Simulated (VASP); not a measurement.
# Nb (Pm-3m) in VASP: further runs

Nb is run at these levels: PBE; tasks: single point, relaxation of cell and atoms.

All numbers are computed with VASP 6.6.1; they aren't measurements. Logs are shortened: lines on timing, memory, paths and dates and some standing lists are left out, and cuts for length are marked.

### 1 The cell of the first run

It takes space group Pm-3m (No. 221, cubic). The conventional cell has a = 2.494 Å, b = 2.494 Å, c = 2.494 Å, α = 90.00°, β = 90.00°, γ = 90.00°. Within 3.3 Å of Nb (site symmetry m-3m) lie 6 Nb at 2.49 Å.

### 2 Single point, PBE

Input file INCAR:

```
SYSTEM = Nb
PREC = Accurate ; ENCUT = 520
EDIFF = 1E-6 ; ISMEAR = -1
SIGMA = 0.05 ; LREAL = .False.
LASPH = .True. ; NELM = 100
ALGO = Normal ; ISIF = 2
LWAVE = .False. ; LCHARG = .True.
GGA = PE ; LELF = .True.
LVHAR = .True. ; NBANDS = 12
```

Input file KPOINTS:

```
regular mesh
0
Gamma
  15 15 15
  0 0 0
```

Input file POSCAR:

```
Nb
1.0
    2.4939395802      0.0000000000      0.0000000000
    0.0000000000      2.4939395802      0.0000000000
    0.0000000000      0.0000000000      2.4939395802
Nb
1
Direct
    0.0000000000      0.0000000000      0.0000000000
```

Potentials or basis: VASP PAW PBE potentials, release 64 (Nb_sv).

Command:

```sh
$ cat potpaw_PBE.64/Nb_sv/POTCAR > POTCAR
$ mpirun -np 1 vasp_std > vasp.out
```

OUTCAR:

```text
SYSTEM = Nb
   PREC = Accurate
   ENCUT = 520
   EDIFF = 1E-6
   ISMEAR = -1
   LREAL = .False.
   LASPH = .True.
   NELM = 100
   ISIF = 2
   GGA = PE

 ion  position               nearest neighbor table
   1  0.000  0.000  0.000-

  LATTYP: Found a simple cubic cell.
 ALAT       =     2.4939395802

  Lattice vectors:

 A1 = (   2.4939395802,   0.0000000000,   0.0000000000)
 A2 = (   0.0000000000,   2.4939395802,   0.0000000000)
 A3 = (   0.0000000000,   0.0000000000,   2.4939395802)

Analysis of symmetry for initial positions (statically):
=====================================================================
 Subroutine PRICEL returns:
 Original cell was already a primitive cell.

 Routine SETGRP: Setting up the symmetry group for a
 simple cubic supercell.

 Subroutine GETGRP returns: Found 48 space group operations
 (whereof 48 operations were pure point group operations)
 out of a pool of 48 trial point group operations.

The static configuration has the point symmetry O_h .

Analysis of symmetry for dynamics (positions and initial velocities):
=====================================================================
 Subroutine PRICEL returns:
 Original cell was already a primitive cell.

 Routine SETGRP: Setting up the symmetry group for a
 simple cubic supercell.

 Subroutine GETGRP returns: Found 48 space group operations
 (whereof 48 operations were pure point group operations)
 out of a pool of 48 trial point group operations.

The dynamic configuration has the point symmetry O_h .

 Subroutine INISYM returns: Found 48 space group operations
 (whereof 48 operations are pure point group operations),
 and found     1 'primitive' translations

----------------------------------------------------------------------------------------

                                     Primitive cell

  volume of cell :      15.5116

  direct lattice vectors                    reciprocal lattice vectors
     2.493939580  0.000000000  0.000000000     0.400972024  0.000000000  0.000000000
     0.000000000  2.493939580  0.000000000     0.000000000  0.400972024  0.000000000
     0.000000000  0.000000000  2.493939580     0.000000000  0.000000000  0.400972024

  length of vectors
     2.493939580  2.493939580  2.493939580     0.400972024  0.400972024  0.400972024

  position of ions in fractional coordinates (direct lattice)
     0.000000000  0.000000000  0.000000000

  ion indices of the primitive-cell ions
   primitive index   ion index
                 1           1

----------------------------------------------------------------------------------------

 KPOINTS: regular mesh

Automatic generation of k-mesh.
 Grid dimensions read from file:
 generate k-points for:   15   15   15

 Generating k-lattice:

  Cartesian coordinates                     Fractional coordinates (reciprocal lattice)
     0.026731468  0.000000000  0.000000000     0.066666667  0.000000000  0.000000000
     0.000000000  0.026731468  0.000000000     0.000000000  0.066666667  0.000000000
     0.000000000  0.000000000  0.026731468     0.000000000  0.000000000  0.066666667

  Length of vectors
     0.026731468  0.026731468  0.026731468

  Shift w.r.t. Gamma in fractional coordinates (k-lattice)
     0.000000000  0.000000000  0.000000000

 Subroutine IBZKPT returns following result:
 ===========================================

 Found    120 irreducible k-points:

 Following reciprocal coordinates:
            Coordinates               Weight
  0.000000  0.000000  0.000000      1.000000
  0.066667  0.000000  0.000000      6.000000
  0.133333  0.000000  0.000000      6.000000
  0.200000  0.000000  0.000000      6.000000
  0.266667  0.000000  0.000000      6.000000
  0.333333  0.000000  0.000000      6.000000
[... 16 lines left out ...]
  0.266667  0.200000  0.000000     24.000000
  0.333333  0.200000  0.000000     24.000000
 [... further k-points ...]
   k-points           NKPTS =    120   k-points in BZ     NKDIM =    120   number of bands    NBANDS=     12
   number of dos      NEDOS =    301   number of ions     NIONS =      1
   total plane-waves  NPLWV =   8000
   dimension x,y,z NGX =    20 NGY =   20 NGZ =   20
   dimension x,y,z NGXF=    40 NGYF=   40 NGZF=   40
   ions per type =               1
   NGX,Y,Z   is equivalent  to a cutoff of  13.33, 13.33, 13.33 a.u.
   NGXF,Y,Z  is equivalent  to a cutoff of  26.66, 26.66, 26.66 a.u.
 SYSTEM =  Nb
   PREC   = accura    normal or accurate (medium, high low for compatibility)
   ISTART =      0    job   : 0-new  1-cont  2-samecut
   ICHARG =      2    charge: 1-file 2-atom 10-const
   ISPIN  =      1    spin polarized calculation?
   LNONCOLLINEAR =      F non collinear calculations
   LSORBIT =      F    spin-orbit coupling
   LASPH  =      T    aspherical Exc in radial PAW
   ENCUT  =  520.0 eV  38.22 Ry    6.18 a.u.   4.64  4.64  4.64*2*pi/ulx,y,z
   NELM   =    100;   NELMIN=  2; NELMDL= -5     # of ELM steps
   EDIFF  = 0.1E-05   stopping-criterion for ELM
   LREAL  =      F    real-space projection
   EDIFFG = 0.1E-04   stopping-criterion for IOM
   NSW    =      0    number of steps for IOM
   IBRION =     -1    ionic relax: 0-MD 1-quasi-New 2-CG
   NFREE  =      0    steps in history (QN), initial steepest desc. (CG)
   ISIF   =      2    stress and relaxation
   ISYM   =      2    0-nonsym 1-usesym 2-fastsym
   POTIM  = 0.5000    time-step for ionic-motion
   TEBEG  =    0.0;   TEEND  =   0.0 temperature during run
   PSTRESS=    0.0 pullay stress
   NELECT =      13.0000    total number of electrons
   NUPDOWN=      -1.0000    fix difference up-down
   EMIN   =  10.00;   EMAX   =-10.00  energy-range for DOS
   EFERMI =   0.00;   METHOD = LEGACY
   ISMEAR =    -1;   SIGMA  =   0.05  broadening in eV -4-tet -1-fermi 0-gaus
   EFERMI_NEDOS =   21; number of points for ismear=-14 and -15
   IALGO  =     38    algorithm
   IMIX   =      4    mixing-type and parameters
     AMIX     =   0.40;   BMIX     =  1.00
     AMIX_MAG =   1.60;   BMIX_MAG =  1.00
  volume/ion in A,a.u.               =      15.51       104.68
  Fermi-wavevector in a.u.,A,eV,Ry     =   1.543488  2.916770 32.413925  2.382356
  Thomas-Fermi vector in A             =   2.649144
   LORBIT       =      0    0 simple, 1 ext, 2 COOP (PROOUT), +10 PAW based schemes
   GGA     = PE    functional components
   LHFCALC =     F    Hartree Fock is set to
   AEXX    =    0.0000 exact exchange contribution
   IVDW    =     0    specifies the selected vdW correction
   LEPSILON=     F    determine dielectric tensor
   LRPA    =     F    only Hartree local field effects (RPA)
 non-spin polarized calculation
  energy-cutoff  :      520.00
  volume of cell :       15.51
 maximum number of plane-waves:       437
 NGX is ok and might be reduce to    20
   NGX =  9   NGY =  9   NGZ =  9

 number of electron      13.0000003 magnetization

 Free energy of the ion-electron system (eV)
  ---------------------------------------------------
  ext. energy  EPLUGINS =         0.00000000
  ---------------------------------------------------
  free energy    TOTEN  =        -8.58194939 eV

  energy without entropy =       -8.57290259  energy(sigma->0) =       -8.57742599

 E-fermi :  13.6708     XC(G=0): -13.1761

 val. band max:       13.6571665196   @ k =   0.4667   0.4667   0.1333
 cond. band min:      13.6714772853   @ k =   0.4000   0.3333   0.2000
 fundamental gap:      0.0143107657
 Fermi energy:        13.6707550577

 k-point     1 :       0.0000    0.0000    0.0000
  band No.  band energies     occupation
      1     -41.2346      2.00000
      2     -15.7139      2.00000
      3     -15.7139      2.00000
      4     -15.7138      2.00000
      5       7.5178      2.00000
      6       9.5893      2.00000
      7       9.5893      2.00000
      8      20.4144      0.00000
      9      20.4144      0.00000
     10      20.4144      0.00000
     11      30.6083      0.00000
     12      30.6083      0.00000

 k-point     2 :       0.0667    0.0000    0.0000
  band No.  band energies     occupation
      1     -41.2155      2.00000
      2     -15.8586      2.00000
      3     -15.7016      2.00000
      4     -15.7016      2.00000
      5       7.6853      2.00000
      6       9.6355      2.00000
      7       9.8166      2.00000
      8      20.0978      0.00000
      9      20.0978      0.00000
     10      20.4355      0.00000
     11      29.8763      0.00000
     12      30.9822      0.00000

 k-point     3 :       0.1333    0.0000    0.0000
  band No.  band energies     occupation
      1     -41.1610      2.00000
      2     -16.2559      2.00000
      3     -15.6669      2.00000
      4     -15.6669      2.00000
      5       8.1086      2.00000
      6       9.7691      2.00000
      7      10.5161      2.00000
      8      19.3058      0.00000
      9      19.3058      0.00000
     10      20.4957      0.00000
     11      28.3284      0.00000
     12      31.9242      0.00000
[... 286 lines left out ...]
 k-point    23 :       0.2667    0.2000    0.0000
  band No.  band energies     occupation
      1     -40.8323      2.00000
      2     -17.2805      2.00000
      3     -16.6082      2.00000
      4     -15.4605      2.00000
      5      10.0325      2.00000
      6      11.4505      2.00000
      7      13.4441      1.97872
      8      16.2076      0.00000
      9      17.6144      0.00000
     10      18.8281      0.00000
     11      26.9553      0.00000
     12      29.8989      0.00000

 k-point    24 :       0.3333    0.2000    0.0000
  band No.  band energies     occupation
      1     -40.7403      2.00000
      2     -17.8156      2.00000
      3     -16.5358      2.00000
      4     -15.4039      2.00000
      5      10.4277      2.00000
      6      11.4448      2.00000
      7      13.7421      0.38721
      8      16.8720      0.00000
      9      17.0123      0.00000
     10      18.9516      0.00000
     11      26.0270      0.00000
     12      30.6860      0.00000

 [... further k-points ...]
[... 5 lines left out ...]
  --------------------------------------------------------------------------------------
  -------------------------------------------------------------------------------------
  Total        5.3228180      5.3228180      5.3228180      0.0000000     -0.0000000      0.0000000
  in kB      549.7869350    549.7869350    549.7869350      0.0000000     -0.0000000      0.0000000
  external PRESSURE =     549.7869350 kB  Pullay stress =       0.0000000 kB

 VOLUME and BASIS-vectors are now :
 -----------------------------------------------------------------------------
  energy-cutoff  :      520.00
  volume of cell :       15.51
      direct lattice vectors                 reciprocal lattice vectors
     2.493939580  0.000000000  0.000000000     0.400972024  0.000000000  0.000000000
     0.000000000  2.493939580  0.000000000     0.000000000  0.400972024  0.000000000
     0.000000000  0.000000000  2.493939580     0.000000000  0.000000000  0.400972024

 POSITION                                       TOTAL-FORCE (eV/Angst)
 -----------------------------------------------------------------------------------
      0.00000      0.00000      0.00000         0.000000      0.000000      0.000000
 -----------------------------------------------------------------------------------
    total drift:                               -0.000000      0.000000      0.000000

  FREE ENERGIE OF THE ION-ELECTRON SYSTEM (eV)
  ---------------------------------------------------
  free  energy   TOTEN  =        -8.5819493894 eV

  energy  without entropy=       -8.5729025876  energy(sigma->0) =       -8.57742599
```

Wall time 8.3 s (1 thread of Intel Xeon 6975P-C (Granite Rapids), shared host); peak memory 0.13 GiB.

What came out:

| Property | Result |
| --- | --- |
| Free energy | -8.5819 eV |
| Pressure | 55.0 GPa |

### 3 Relaxation of cell and atoms, PBE, target pressure 55 GPa, at which the enthalpy is minimised

Input file INCAR:

```
SYSTEM = Nb
  PREC = Accurate
  ENCUT = 600
  EDIFF = 1E-6
  ISMEAR = -1
  SIGMA = 0.05
  LREAL = .FALSE.
  LASPH = .TRUE.
  NELM = 60
  ALGO = Normal
  ISIF = 3
  LWAVE = .FALSE.
  LCHARG = .FALSE.
  GGA = PE
  IBRION = 2
  NSW = 32
  EDIFFG = -0.005
  PSTRESS = 550.0
```

Input file KPOINTS:

```
Automatic mesh
0
G
  15 15 15
  0 0 0
```

POSCAR is that of step 2.

Potentials or basis: VASP PAW PBE potentials, release 64 (Nb_sv).

Command:

```sh
$ cat potpaw_PBE.64/Nb_sv/POTCAR > POTCAR
$ mpirun -np 1 vasp_std > vasp.out
```

Wall time 7.4 s (1 thread of Intel Xeon 6975P-C (Granite Rapids), shared host); peak memory 0.14 GiB.

Results (log left out):

```
Free energy             : -8.5824 eV
Pressure after relaxing : 55.0 GPa
```

Final structure:
```
Nb
1.0
     2.49394    0.00000    0.00000
     0.00000    2.49394    0.00000
     0.00000    0.00000    2.49394
Nb
1
Direct
  0.00000 0.00000 0.00000
```

Levels at points of the mesh, in eV from the Fermi level:
```tsv
k point	band 4	band 5	band 6	band 7	band 8	band 9	band 10
(0.00, 0.00, 0.00)	-29.39	-6.15	-4.08	-4.08	6.74	6.74	6.74
```

Caveat: the relaxation stopped at its first step, so nothing moved; the cell is relaxed towards a set pressure, so the enthalpy falls and the energy may rise.

### 4 Relaxation of cell and atoms, PBE, target pressure 55 GPa, at which the enthalpy is minimised

This run uses another cell than the first one, of 15.71 Å³/atom, 1.013 times its volume.

Input file INCAR:

```
  PREC = Accurate
  ENCUT = 600
  EDIFF = 1E-6
  ISMEAR = -1
  SIGMA = 0.05
  LREAL = F
  LASPH = T
  NELM = 80
  ALGO = Normal
  ISIF = 3
  LWAVE = F
  LCHARG = F
  GGA = PE
  IBRION = 2
  NSW = 60
  EDIFFG = -0.005
  PSTRESS = 550.0
```

Input file KPOINTS:

```
regular mesh
0
Gamma
  15 15 15
```

Input file POSCAR:

```
Nb
1.0
    2.5045981493      0.0000000000      0.0000000000
    0.0000000000      2.5045981493      0.0000000000
    0.0000000000      0.0000000000      2.5045981493
Nb
1
Direct
    0.0000000000      0.0000000000      0.0000000000
```

Command:

```sh
$ cat potpaw_PBE.64/Nb_sv/POTCAR > POTCAR
$ mpirun -np 1 vasp_std > vasp.out
```

Run time: 20 s. Hardware: 1 thread of Intel Xeon 6975P-C (Granite Rapids), shared host; peak memory 0.15 GiB.

It converged, with:

```
Free energy                                            : -8.5815 eV
Relaxed volume                                         : 15.51 Å³/atom
Relaxed cell                                           : a = 2.494 Å, b = 2.494 Å, c = 2.494 Å, α = 90.00°, β = 90.00°, γ = 90.00°
Space group after relaxing (to 0.05 Å)                 : Pm-3m (No. 221)
Energy change on relaxing (the enthalpy is what falls) : +67.0 meV/atom
Ionic steps                                            : 4
Pressure after relaxing                                : 55.0 GPa
```

The path:
| step | energy change (eV) | largest force (eV/Å) | pressure (GPa) | volume (Å³) |
| --- | --- | --- | --- | --- |
| 1 | 0.0000 | 0.0000 | 51.06 | 15.71 |
| 2 | 0.3231 | 0.0000 | 70.10 | 14.85 |
| 3 | 0.0649 | 0.0000 | 54.87 | 15.51 |
| 4 | 0.0670 | 0.0000 | 55.01 | 15.51 |

Final structure:
```
Nb
1.0
     2.49378    0.00000    0.00000
     0.00000    2.49378    0.00000
     0.00000    0.00000    2.49378
Nb
1
Direct
  0.00000 0.00000 0.00000
```

Levels at points of the mesh, in eV from the Fermi level:
| k point | band 5 | band 6 | band 7 | band 8 | band 9 | band 10 |
| --- | --- | --- | --- | --- | --- | --- |
| (0.00, 0.00, 0.00) | -6.15 | -4.08 | -4.08 | 6.74 | 6.74 | 6.74 |

Caveat: the cell is relaxed towards a set pressure, so the enthalpy falls and the energy may rise.

### 5 Summary

```csv
task,cell,cutoff (eV),gap on the mesh (eV),pressure (GPa)
single point,"a = 2.494 Å, 1 atom",520,none,55.0
relaxation of cell and atoms,"relaxed to 55 GPa from a = 2.494 Å, 1 atom",600,none,55.0
relaxation of cell and atoms,"relaxed to 55 GPa from a = 2.505 Å, 1 atom",600,none,55.0
```

Alike in all rows: level PBE; potentials or basis VASP PAW PBE potentials, release 64 (Nb_sv); no spin polarisation; k mesh 15 × 15 × 15; smearing fermi-dirac 0.05 eV.

Caveats: the cell is relaxed towards a set pressure, so the enthalpy falls and the energy may rise (some runs); the relaxation stopped at its first step, so nothing moved (some runs).

Total energies depend on the potentials used, so only differences within one code and one set of settings carry meaning.
